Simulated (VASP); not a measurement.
Here is a VASP 6.6.1 calculation.

File POSCAR:

```
Ag
1.0
    0.0000000000      2.8100000000      2.8100000000
    2.8100000000      0.0000000000      2.8100000000
    2.8100000000      2.8100000000      0.0000000000
Ag
2
Direct
    0.0000000000      0.0000000000      0.0000000000
    0.2500000000      0.2500000000      0.2500000000
```

INCAR.step1

```
  ALGO = Normal
  EDIFF = 1E-4
  ENCUT = 600
  GGA = PE
  ISMEAR = -1
  LASPH = T
  LCHARG = F
  LREAL = F
  LWAVE = T
  NELM = 60
  PREC = Accurate
  SIGMA = 0.1
```

The input INCAR.step2:

```
  ALGO = Normal
  EDIFF = 1E-6
  EDIFFG = -0.02
  ENCUT = 600
  IBRION = 2
  ISIF = 3
  ISMEAR = -1
  ISTART = 1
  LASPH = T
  LCHARG = F
  LMIXTAU = T
  LREAL = F
  LWAVE = F
  METAGGA = R2SCAN
  NELM = 60
  NSW = 80
  PREC = Accurate
  PSTRESS = 300.0
  SIGMA = 0.1
```

Contents of KPOINTS:

```
k-points
0
Gamma
  8 8 8
```

Potentials or basis: VASP PAW PBE potentials, release 64 (Ag).

Run with:

```bash
$ cat potpaw_PBE.64/Ag/POTCAR > POTCAR
$ cp INCAR.step1 INCAR
$ mpirun -np 1 vasp_std > vasp.out
$ cp INCAR.step2 INCAR
$ mpirun -np 1 vasp_std > vasp.out
```

(1) What does it give for the space group after relaxing (to 0.05 Å)?

(2) What does it give for the relaxed cell?

Results:

(1) Fd-3m (No. 227).

(2) a = 3.878 Å, b = 3.878 Å, c = 3.878 Å, α = 60.00°, β = 60.00°, γ = 60.00°.
